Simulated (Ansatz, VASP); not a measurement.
# CaB6 in VASP and in Ansatz

```
Ca B
1.0
     4.04308    0.00000    0.00000
     0.00000    4.04308    0.00000
     0.00000    0.00000    4.04308
Ca B
1 6
Cartesian
  2.0215 2.0215 2.0215
  0.0000 0.0000 1.2107
  0.0000 0.0000 2.8324
  1.2107 0.0000 0.0000
  2.8324 0.0000 0.0000
  0.0000 1.2107 0.0000
  0.0000 2.8324 0.0000
```

Alike in both runs: functional PBEsol; k mesh 10 × 10 × 10; occupations gaussian, width 0.1 eV; no spin polarisation.

Ansatz relaxed the structure, and its values are those at the end. VASP's run is a single point on that final structure, the one shown.

```csv
,VASP,Ansatz
version,VASP 6.6.1,Ansatz 0.2.0
potentials or method,"VASP PAW PBE potentials, release 64 (Ca_sv, B), cutoff 520 eV","scalar-relativistic, plane waves, PAW"
valence electrons in the cell,28,28
```

|  | VASP | Ansatz | Ansatz less VASP |
| --- | --- | --- | --- |
| gap on the k mesh at the Fermi level (eV) | 0.12 | 0.12 | 0.000 |
| least direct gap on the mesh (eV) | 0.20 | 0.20 | -0.004 |
| pressure (GPa) | 10.9 | 10.5 | -0.39 |
| rms of the force components (eV/Å) | 0.020 | 0.000 | -0.0197 |

VASP's potentials were made for PBE, not for PBEsol. The functional is the same, so the differences come from potentials, cutoffs and numerics. Ansatz's warnings: stress scf threshold loose.
